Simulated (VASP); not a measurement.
Input of a VASP 6.6.1 run:

File INCAR:

```
PREC = Accurate
ENCUT = 520
EDIFF = 1E-6
ISMEAR = -1
SIGMA = 0.15
LREAL = False
LASPH = True
NELM = 60
ALGO = Fast
ISIF = 2
LWAVE = False
LCHARG = True
GGA = CA
LELF = True
LVHAR = True
NBANDS = 18
```

The input KPOINTS:

```
regular mesh
0
Gamma
  12 12 12
```

File POSCAR:

```
TiAl3
1.0
   -1.8924954952      1.8924954952      4.2322654673
    1.8924954952     -1.8924954952      4.2322654673
    1.8924954952      1.8924954952     -4.2322654673
Ti Al
1 3
Direct
    0.0000000000      0.0000000000      0.0000000000
    0.5000000000      0.5000000000      0.0000000000
    0.7500000000      0.2500000000      0.5000000000
    0.2500000000      0.7500000000      0.5000000000
```

Potentials or basis: VASP PAW LDA potentials, release 64 (Ti_sv, Al).

Command:

```console
$ cat potpaw_LDA.64/Ti_sv/POTCAR potpaw_LDA.64/Al/POTCAR > POTCAR
$ mpirun -np 1 vasp_std > vasp.out
```

Q: Estimate the pressure.

A: 0.2 GPa.
